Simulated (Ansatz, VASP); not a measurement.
**One calculation of Si, two programs**

Contents of INCAR:

```
SYSTEM = Si
PREC = Accurate
ENCUT = 520
EDIFF = 1E-7
ISMEAR = 0
SIGMA = 0.05
LREAL = .False.
LASPH = .True.
NELM = 80
ALGO = Normal
ISIF = 2
LWAVE = .False.
LCHARG = .False.
GGA = PE
NBANDS = 11
```

Contents of KPOINTS:

```
Automatic mesh
0
Gamma
  10 10 10
  0 0 0
```

POSCAR

```
Si
1.0
    0.0000000000      2.8331455526      2.7320022564
    2.8331455526      0.0000000000      2.7320022564
    2.8331455526      2.8331455526      0.0000000000
Si
2
Direct
    0.5000000000      0.5000000000      0.5000000000
    0.7500000000      0.7500000000      0.7500000000
```

Input for Ansatz:

```yaml
crystal:
  lattice:
    - [0.0, 2.8331455526, 2.7320022564]
    - [2.8331455526, 0.0, 2.7320022564]
    - [2.8331455526, 2.8331455526, 0.0]
  atoms:
    - { symbol: Si, position: [0.5, 0.5, 0.5] }
    - { symbol: Si, position: [0.75, 0.75, 0.75] }
basis:
  ecutwfc: 420
kpoints:
  mp_grid: { grid: [10, 10, 10] }
hamiltonian:
  xc: pbe
scf:
  occupations: { method: gaussian, width: 0.05 }
output:
  forces: true
  stress: true
  eigenvalues: true
```

Alike in both runs: task single point; functional PBE; k mesh 10 × 10 × 10; occupations gaussian, width 0.05 eV; no spin polarisation.

```csv
,VASP,Ansatz
version,VASP 6.6.1,Ansatz 0.2.0
potentials or method,"VASP PAW PBE potentials, release 64 (Si), cutoff 520 eV","scalar-relativistic, plane waves, PAW"
valence electrons in the cell,8,8
```

|  | VASP | Ansatz | Ansatz less VASP |
| --- | --- | --- | --- |
| gap on the k mesh at the Fermi level (eV) | 0.36 | 0.36 | -0.003 |
| least direct gap on the mesh (eV) | 2.15 | 2.15 | -0.003 |
| pressure (GPa) | -5.4 | -5.3 | +0.07 |
| traceless stress, the component that is largest in VASP (GPa) | 2.17 | 2.16 | -0.005 |
